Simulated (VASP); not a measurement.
# MoS2 (pbesol) (P6_3/mmc) in VASP: a series of runs

Runs on MoS2 (pbesol). Level: PBEsol. Tasks: single point.

Everything below comes from runs of VASP 6.6.1. Logs are shortened: lines on timing, memory, paths and dates and some standing lists are left out, and cuts for length are marked.

**The experiment to reproduce.**

“Multiwavelength excitation Raman Scattering Analysis of bulk and 2 dimensional MoS2: Vibrational properties of atomically thin MoS2 layers”, 2015, arxiv:1506.03228 reports, for a bulk crystal of MoS2 at 300 K: band gap 1.3 eV (indirect).

How close the calculation comes is told below.

### 1 The cell of the first run

Symmetry: P6_3/mmc, No. 194, hexagonal system. The conventional cell has a = 3.169 Å, b = 3.169 Å, c = 12.324 Å, α = 90.00°, β = 90.00°, γ = 120.00°. Within 3.2 Å of Mo (site symmetry -6m2) lie 6 S at 2.41 Å and 6 Mo at 3.17 Å. Within 3.2 Å of S (site symmetry 3m) lie 3 Mo at 2.41 Å and 7 S at 3.13 to 3.17 Å.

### 2 Single point, PBEsol

Input file INCAR:

```
SYSTEM = MoS2
  ALGO = Normal
  EDIFF = 1E-7
  ENCUT = 520
  GGA = PS
  ISIF = 2
  ISMEAR = 0
  LASPH = .True.
  LCHARG = .False.
  LREAL = .False.
  LWAVE = .False.
  NBANDS = 35
  NELM = 60
  PREC = Accurate
  SIGMA = 0.1
```

Input file KPOINTS:

```
k-points
0
Gamma
  6 6 2
  0 0 0
```

Input file POSCAR:

```
MoS2
1.0
    3.1690000000      0.0000000000      0.0000000000
   -1.5845000000      2.7444345046      0.0000000000
    0.0000000000      0.0000000000     12.3240000000
Mo S
2 4
Direct
    0.3333333333      0.6666666667      0.2500000000
    0.6666666667      0.3333333333      0.7500000000
    0.3333333333      0.6666666667      0.6230000000
    0.6666666667      0.3333333333      0.1230000000
    0.3333333333      0.6666666667      0.8770000000
    0.6666666667      0.3333333333      0.3770000000
```

Potentials or basis: VASP PAW PBE potentials, release 64 (Mo_sv, S).

The run is started by

```console
$ cat potpaw_PBE.64/Mo_sv/POTCAR potpaw_PBE.64/S/POTCAR > POTCAR
$ mpirun -np 1 vasp_std > vasp.out
```

OUTCAR:

```text
SYSTEM = MoS2
   EDIFF = 1E-7
   ENCUT = 520
   GGA = PS
   ISIF = 2
   ISMEAR = 0
   LASPH = .True.
   LREAL = .False.
   NELM = 60
   PREC = Accurate

 ion  position               nearest neighbor table
   1  0.333  0.667  0.250-   4 2.41   6 2.41   4 2.41   6 2.41   4 2.41   6 2.41
   2  0.667  0.333  0.750-   3 2.41   5 2.41   3 2.41   5 2.41   3 2.41   5 2.41
   3  0.333  0.667  0.623-   2 2.41   2 2.41   2 2.41
   4  0.667  0.333  0.123-   1 2.41   1 2.41   1 2.41
   5  0.333  0.667  0.877-   2 2.41   2 2.41   2 2.41
   6  0.667  0.333  0.377-   1 2.41   1 2.41   1 2.41

  LATTYP: Found a hexagonal cell.
 ALAT       =     3.1690000000
 C/A-ratio  =     3.8889239508

  Lattice vectors:

 A1 = (   3.1690000000,   0.0000000000,   0.0000000000)
 A2 = (  -1.5845000000,   2.7444345046,   0.0000000000)
 A3 = (   0.0000000000,   0.0000000000,  12.3240000000)

Analysis of symmetry for initial positions (statically):
=====================================================================
 Subroutine PRICEL returns:
 Original cell was already a primitive cell.

 Routine SETGRP: Setting up the symmetry group for a
 hexagonal supercell.

 Subroutine GETGRP returns: Found 24 space group operations
 (whereof 12 operations were pure point group operations)
 out of a pool of 24 trial point group operations.

The static configuration has the point symmetry D_3d.
 The point group associated with its full space group is D_6h.

Analysis of symmetry for dynamics (positions and initial velocities):
=====================================================================
 Subroutine PRICEL returns:
 Original cell was already a primitive cell.

 Routine SETGRP: Setting up the symmetry group for a
 hexagonal supercell.

 Subroutine GETGRP returns: Found 24 space group operations
 (whereof 12 operations were pure point group operations)
 out of a pool of 24 trial point group operations.

The dynamic configuration has the point symmetry D_3d.
 The point group associated with its full space group is D_6h.

 Subroutine INISYM returns: Found 24 space group operations
 (whereof 12 operations are pure point group operations),
 and found     1 'primitive' translations

----------------------------------------------------------------------------------------

                                     Primitive cell

  volume of cell :     107.1832

  direct lattice vectors                    reciprocal lattice vectors
     3.169000000  0.000000000  0.000000000     0.315556958  0.182186895  0.000000000
    -1.584500000  2.744434505  0.000000000     0.000000000  0.364373789  0.000000000
     0.000000000  0.000000000 12.324000000     0.000000000  0.000000000  0.081142486

  length of vectors
     3.169000000  3.169000000 12.324000000     0.364373789  0.364373789  0.081142486

  position of ions in fractional coordinates (direct lattice)
     0.333333333  0.666666667  0.250000000
     0.666666667  0.333333333  0.750000000
     0.333333333  0.666666667  0.623000000
     0.666666667  0.333333333  0.123000000
     0.333333333  0.666666667  0.877000000
     0.666666667  0.333333333  0.377000000

  ion indices of the primitive-cell ions
   primitive index   ion index
                 1           1
                 2           2
                 3           3
                 4           4
                 5           5
                 6           6

----------------------------------------------------------------------------------------

 KPOINTS: k-points

Automatic generation of k-mesh.
 Grid dimensions read from file:
 generate k-points for:    6    6    2

 Generating k-lattice:

  Cartesian coordinates                     Fractional coordinates (reciprocal lattice)
     0.052592826  0.030364482  0.000000000     0.166666667  0.000000000  0.000000000
     0.000000000  0.060728965  0.000000000     0.000000000  0.166666667  0.000000000
     0.000000000  0.000000000  0.040571243     0.000000000  0.000000000  0.500000000

  Length of vectors
     0.060728965  0.060728965  0.040571243

  Shift w.r.t. Gamma in fractional coordinates (k-lattice)
     0.000000000  0.000000000  0.000000000

 Subroutine IBZKPT returns following result:
 ===========================================

 Found     14 irreducible k-points:

 Following reciprocal coordinates:
            Coordinates               Weight
  0.000000  0.000000  0.000000      1.000000
  0.166667 -0.000000  0.000000      6.000000
  0.333333 -0.000000  0.000000      6.000000
  0.500000 -0.000000  0.000000      3.000000
  0.166667  0.166667  0.000000      6.000000
  0.333333  0.166667  0.000000     12.000000
  0.333333  0.333333  0.000000      2.000000
  0.000000  0.000000  0.500000      1.000000
  0.166667 -0.000000  0.500000      6.000000
  0.333333 -0.000000  0.500000      6.000000
  0.500000 -0.000000  0.500000      3.000000
  0.166667  0.166667  0.500000      6.000000
  0.333333  0.166667  0.500000     12.000000
  0.333333  0.333333  0.500000      2.000000
   k-points           NKPTS =     14   k-points in BZ     NKDIM =     14   number of bands    NBANDS=     35
   number of dos      NEDOS =    301   number of ions     NIONS =      6
   total plane-waves  NPLWV =  55296
   dimension x,y,z NGX =    24 NGY =   24 NGZ =   96
   dimension x,y,z NGXF=    48 NGYF=   48 NGZF=  192
   ions per type =               2   4
   NGX,Y,Z   is equivalent  to a cutoff of  12.59, 12.59, 12.95 a.u.
   NGXF,Y,Z  is equivalent  to a cutoff of  25.18, 25.18, 25.90 a.u.
 SYSTEM =  MoS2
   PREC   = accura    normal or accurate (medium, high low for compatibility)
   ISTART =      0    job   : 0-new  1-cont  2-samecut
   ICHARG =      2    charge: 1-file 2-atom 10-const
   ISPIN  =      1    spin polarized calculation?
   LNONCOLLINEAR =      F non collinear calculations
   LSORBIT =      F    spin-orbit coupling
   LASPH  =      T    aspherical Exc in radial PAW
   ENCUT  =  520.0 eV  38.22 Ry    6.18 a.u.   5.89  5.89 22.91*2*pi/ulx,y,z
   NELM   =     60;   NELMIN=  2; NELMDL= -5     # of ELM steps
   EDIFF  = 0.1E-06   stopping-criterion for ELM
   LREAL  =      F    real-space projection
   EDIFFG = 0.1E-05   stopping-criterion for IOM
   NSW    =      0    number of steps for IOM
   IBRION =     -1    ionic relax: 0-MD 1-quasi-New 2-CG
   NFREE  =      0    steps in history (QN), initial steepest desc. (CG)
   ISIF   =      2    stress and relaxation
   ISYM   =      2    0-nonsym 1-usesym 2-fastsym
   POTIM  = 0.5000    time-step for ionic-motion
   TEBEG  =    0.0;   TEEND  =   0.0 temperature during run
   PSTRESS=    0.0 pullay stress
   NELECT =      52.0000    total number of electrons
   NUPDOWN=      -1.0000    fix difference up-down
   EMIN   =  10.00;   EMAX   =-10.00  energy-range for DOS
   EFERMI =   0.00;   METHOD = LEGACY
   ISMEAR =     0;   SIGMA  =   0.10  broadening in eV -4-tet -1-fermi 0-gaus
   EFERMI_NEDOS =   21; number of points for ismear=-14 and -15
   IALGO  =     38    algorithm
   IMIX   =      4    mixing-type and parameters
     AMIX     =   0.40;   BMIX     =  1.00
     AMIX_MAG =   1.60;   BMIX_MAG =  1.00
  volume/ion in A,a.u.               =      17.86       120.55
  Fermi-wavevector in a.u.,A,eV,Ry     =   1.286373  2.430893 22.514325  1.654756
  Thomas-Fermi vector in A             =   2.418452
   LORBIT       =      0    0 simple, 1 ext, 2 COOP (PROOUT), +10 PAW based schemes
   GGA     = PS    functional components
   LHFCALC =     F    Hartree Fock is set to
   AEXX    =    0.0000 exact exchange contribution
   IVDW    =     0    specifies the selected vdW correction
   LEPSILON=     F    determine dielectric tensor
   LRPA    =     F    only Hartree local field effects (RPA)
 non-spin polarized calculation
 Gauss-broadening in eV      SIGMA  =   0.10
  energy-cutoff  :      520.00
  volume of cell :      107.18
 maximum number of plane-waves:      2908
 NGX is ok and might be reduce to    24
   NGX = 11   NGY = 11   NGZ = 45

 number of electron      51.9999997 magnetization

 Free energy of the ion-electron system (eV)
  ---------------------------------------------------
  ext. energy  EPLUGINS =         0.00000000
  ---------------------------------------------------
  free energy    TOTEN  =       -46.87874400 eV

  energy without entropy =      -46.87874400  energy(sigma->0) =      -46.87874400

 E-fermi :   7.8311     XC(G=0): -10.9948

 val. band max:        7.4090856918   @ k =   0.0000   0.0000   0.0000
 cond. band min:       8.2672271151   @ k =   0.1667   0.1667   0.0000
 fundamental gap:      0.8581414233
 Fermi energy:         7.8311102667

 k-point     1 :       0.0000    0.0000    0.0000
  band No.  band energies     occupation
      1     -54.0033      2.00000
      2     -54.0032      2.00000
      3     -28.1923      2.00000
      4     -28.1922      2.00000
      5     -27.9593      2.00000
      6     -27.9593      2.00000
[... 27 lines left out ...]
     34       9.8702      0.00000
     35      12.8698      0.00000

 k-point     2 :       0.1667   -0.0000    0.0000
  band No.  band energies     occupation
      1     -53.9932      2.00000
      2     -53.9932      2.00000
      3     -28.1725      2.00000
      4     -28.1725      2.00000
      5     -28.0596      2.00000
      6     -28.0596      2.00000
[... 27 lines left out ...]
     34      10.1983      0.00000
     35      14.3752      0.00000

 k-point     3 :       0.3333   -0.0000    0.0000
  band No.  band energies     occupation
      1     -53.9732      2.00000
      2     -53.9732      2.00000
      3     -28.2555      2.00000
      4     -28.2555      2.00000
      5     -28.1329      2.00000
      6     -28.1328      2.00000
[... 27 lines left out ...]
     34      11.0294      0.00000
     35      13.9773      0.00000
[... 343 lines left out ...]
 k-point    13 :       0.3333    0.1667    0.5000
  band No.  band energies     occupation
      1     -53.9631      2.00000
      2     -53.9631      2.00000
      3     -28.3024      2.00000
      4     -28.3024      2.00000
      5     -28.1129      2.00000
      6     -28.1129      2.00000
[... 27 lines left out ...]
     34      11.2083      0.00000
     35      13.8973      0.00000

 k-point    14 :       0.3333    0.3333    0.5000
  band No.  band energies     occupation
      1     -53.9581      2.00000
      2     -53.9581      2.00000
      3     -28.2547      2.00000
      4     -28.2547      2.00000
      5     -28.2099      2.00000
      6     -28.2099      2.00000
[... 27 lines left out ...]
     34      11.5822      0.00000
     35      14.0227      0.00000

------------------------ aborting loop because EDIFF is reached ----------------------------------------

  FORCE on cell =-STRESS in cart. coord.  units (eV):
  Direction    XX          YY          ZZ          XY          YZ          ZX
  --------------------------------------------------------------------------------------
  -------------------------------------------------------------------------------------
  Total       -2.1951597     -2.1951597     -1.5776978      0.0000000      0.0000000      0.0000000
  in kB      -32.8132996    -32.8132996    -23.5834638      0.0000000      0.0000000      0.0000000
  external PRESSURE =     -29.7366877 kB  Pullay stress =       0.0000000 kB

 VOLUME and BASIS-vectors are now :
 -----------------------------------------------------------------------------
  energy-cutoff  :      520.00
  volume of cell :      107.18
      direct lattice vectors                 reciprocal lattice vectors
     3.169000000  0.000000000  0.000000000     0.315556958  0.182186895  0.000000000
    -1.584500000  2.744434505  0.000000000     0.000000000  0.364373789  0.000000000
     0.000000000  0.000000000 12.324000000     0.000000000  0.000000000  0.081142486

 POSITION                                       TOTAL-FORCE (eV/Angst)
 -----------------------------------------------------------------------------------
     -0.00000      1.82962      3.08100        -0.000000      0.000000      0.000000
      1.58450      0.91481      9.24300         0.000000     -0.000000      0.000000
     -0.00000      1.82962      7.67785         0.000000     -0.000000      0.307399
      1.58450      0.91481      1.51585         0.000000      0.000000      0.307399
     -0.00000      1.82962     10.80815        -0.000000     -0.000000     -0.307399
      1.58450      0.91481      4.64615        -0.000000      0.000000     -0.307399
 -----------------------------------------------------------------------------------
    total drift:                               -0.000000      0.000000     -0.000000

  FREE ENERGIE OF THE ION-ELECTRON SYSTEM (eV)
  ---------------------------------------------------
  free  energy   TOTEN  =       -46.8787439957 eV

  energy  without entropy=      -46.8787439957  energy(sigma->0) =      -46.87874400
```

Wall time 1.8 min (1 thread of AMD EPYC, shared host); peak memory 0.2 GiB.

Results:

```yaml
Free_energy: -46.8787 eV
Pressure: -3.0 GPa
Largest_force: 0.307 eV/Å
Band_gap_on_the_k_mesh: 0.86 eV, indirect (least direct gap 1.65 eV)
```

Forces on the atoms (eV/Å):
```
Mo   0.000  0.000  0.000
Mo   0.000  0.000  0.000
S    0.000  0.000  0.307
S    0.000  0.000  0.307
S    0.000  0.000 -0.307
S    0.000  0.000 -0.307
```

Stress tensor (GPa, compression positive):
```
-3.28  0.00  0.00
 0.00 -3.28  0.00
 0.00  0.00 -2.36
```

Levels at points of the mesh, in eV from the valence-band top:
```tsv
k point	band 24	band 25	band 26	band 27	band 28	band 29
(0.00, 0.00, 0.00)	-1.18	-1.17	0.00	2.11	2.11	2.13
(0.50, 0.00, 0.00)	-1.51	-1.42	-1.29	1.61	1.66	2.00
(0.00, 0.00, 0.50)	-2.15	-0.27	-0.27	2.11	2.11	2.11
(0.50, 0.00, 0.50)	-1.62	-1.35	-1.35	1.63	1.63	2.14
```

Caveat: the PAW data sets were made with another functional, which shifts forces and pressure a little; this functional lacks dispersion, which binds the layers, so the pressure and a relaxed spacing across them are unreliable.

### 3 Single point, PBEsol

This run uses another cell than the first one, of 17.92 Å³/atom, 1.003 times its volume.

Input file INCAR:

```
SYSTEM = MoS2
PREC     = Accurate       ! precision mode
ENCUT    = 520            ! plane-wave cutoff, eV
EDIFF    = 1E-7           ! SCF threshold, eV
ISMEAR   = 0              ! smearing method
SIGMA    = 0.02           ! smearing width, eV
LREAL    = .False.        ! projectors in reciprocal space
LASPH    = .True.         ! aspherical terms in the spheres
NELM     = 60             ! most SCF steps
ALGO     = Normal         ! electronic algorithm
ISIF     = 2              ! what is computed and relaxed
LWAVE    = .False.        ! write WAVECAR
LCHARG   = .False.        ! write CHGCAR
GGA      = PS             ! functional
NBANDS   = 35             ! bands
```

Input file KPOINTS:

```
Automatic mesh
0
Gamma
  12 12 4
  0 0 0
```

Input file POSCAR:

```
MoS2
1.0
    3.1414007819      0.0000000000      0.0000000000
   -1.5707003910      2.7205328806      0.0000000000
    0.0000000000      0.0000000000     12.5813798109
Mo S
2 4
Direct
    0.3333333333      0.6666666667      0.2500000000
    0.6666666667      0.3333333333      0.7500000000
    0.3333333333      0.6666666667      0.6260815411
    0.6666666667      0.3333333333      0.1260815411
    0.3333333333      0.6666666667      0.8739184589
    0.6666666667      0.3333333333      0.3739184589
```

Potentials or basis: VASP PAW PBE potentials, release 64 (Mo_sv, S).

The run is started by

```console
$ cat potpaw_PBE.64/Mo_sv/POTCAR potpaw_PBE.64/S/POTCAR > POTCAR
$ mpirun -np 1 vasp_std > vasp.out
```

Run time: 6.1 min. Hardware: 1 thread of AMD EPYC 7R13, shared host; peak memory 0.3 GiB.

The run converged. Its results:

| Item | Value |
| --- | --- |
| Free energy | -46.9058 eV |
| Pressure | 0.0 GPa |
| Band gap on the k mesh | 1.00 eV, indirect (least direct gap 1.75 eV) |

Levels at points of the mesh, in eV from the valence-band top:
```tsv
k point	band 23	band 24	band 25	band 26	band 27	band 28	band 29	band 30
(0.00, 0.00, 0.00)	-2.03	-1.31	-1.12	0.00	2.29	2.29	2.31	2.31
(0.50, 0.00, 0.00)	-1.55	-1.40	-1.31	-1.23	1.80	1.84	2.19	2.45
(0.00, 0.00, 0.50)	-2.05	-2.05	-0.29	-0.29	2.30	2.30	2.30	2.30
(0.50, 0.00, 0.50)	-1.48	-1.48	-1.27	-1.27	1.82	1.82	2.33	2.33
```

Caveat: the PAW data sets were made with another functional, which shifts forces and pressure a little; this functional lacks dispersion, which binds the layers, so the pressure and a relaxed spacing across them are unreliable.

### 4 How close it comes

Step 2. Against the measured gap of MoS2, 1.3 eV (indirect; 300 K; “Multiwavelength excitation Raman Scattering Analysis of bulk and 2 dimensional MoS2: Vibrational properties of atomically thin MoS2 layers”, 2015, arxiv:1506.03228), the calculated 0.86 eV is off by -0.44 eV. Spin-orbit coupling on Mo is left out. The value is that of PBEsol on a finite k mesh, which can miss the band edges, without temperature or zero-point motion. Semilocal functionals fall short of measured gaps as a rule.

Step 3. Against the measured gap of MoS2, 1.3 eV (indirect; 300 K; “Multiwavelength excitation Raman Scattering Analysis of bulk and 2 dimensional MoS2: Vibrational properties of atomically thin MoS2 layers”, 2015, arxiv:1506.03228), the calculated 1.00 eV is off by -0.30 eV. Spin-orbit coupling on Mo is left out. The value is that of PBEsol on a finite k mesh, which can miss the band edges, without temperature or zero-point motion. Semilocal functionals fall short of measured gaps as a rule.
